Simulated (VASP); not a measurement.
## Pb: single point with PBEsol

Pb:

```
Pb
1.0
     0.00000    2.37101    2.46980
     2.37101    0.00000    2.46980
     2.37101    2.37101    0.00000
Pb
1
Direct
  0.00000 0.00000 0.00000
```

This cell differs from its parent crystal: strain -0.040 along x and y, +0.000 along z.

```
Program                : VASP 6.6.1
Task                   : single point
Functional             : PBEsol
Potentials or basis    : VASP PAW PBE potentials, release 64 (Pb_d)
Cutoff                 : 520 eV
k mesh                 : 16 × 16 × 16
Occupations            : gaussian, width 0.15 eV
Spin                   : no spin polarisation
Dipole correction      : no
Further INCAR settings : ALGO = Fast; EDIFF = 1e-06; NBANDS = 13
```

The pressure is 4.5 GPa. The band gap on the k mesh is zero (bands 7 and 8 overlap by 10.12 eV).

Stress tensor (GPa, compression positive):
```
4.76 0.00 0.00
0.00 4.76 0.00
0.00 0.00 3.90
```

Levels at points of the mesh, in eV from the Fermi level:
| k point | band 4 | band 5 | band 6 | band 7 | band 8 | band 9 | band 10 | band 11 |
| --- | --- | --- | --- | --- | --- | --- | --- | --- |
| (0.00, 0.00, 0.00) | -16.95 | -16.89 | -12.44 | 8.06 | 8.06 | 8.15 | 9.78 | 12.42 |
| (0.50, 0.00, 0.00) | -16.76 | -16.74 | -8.26 | -4.72 | 5.62 | 6.41 | 9.30 | 10.05 |
| (0.50, 0.50, 0.00) | -16.71 | -16.71 | -6.99 | -3.92 | 2.45 | 2.45 | 5.97 | 7.23 |
| (0.50, 0.00, 0.50) | -16.73 | -16.68 | -6.45 | -3.57 | 1.79 | 2.06 | 5.45 | 6.76 |

It took 4.7 min on 1 thread of Intel Xeon 8259CL, on a shared host, peak memory 0.25 GiB.

Caveat: the cell differs from its parent crystal (strain -0.040 along x and y, +0.000 along z); the cell stands under pressure; the PAW data sets were made with another functional, which shifts forces and pressure a little; spin-orbit coupling is left out, which moves the levels of the heavy elements.
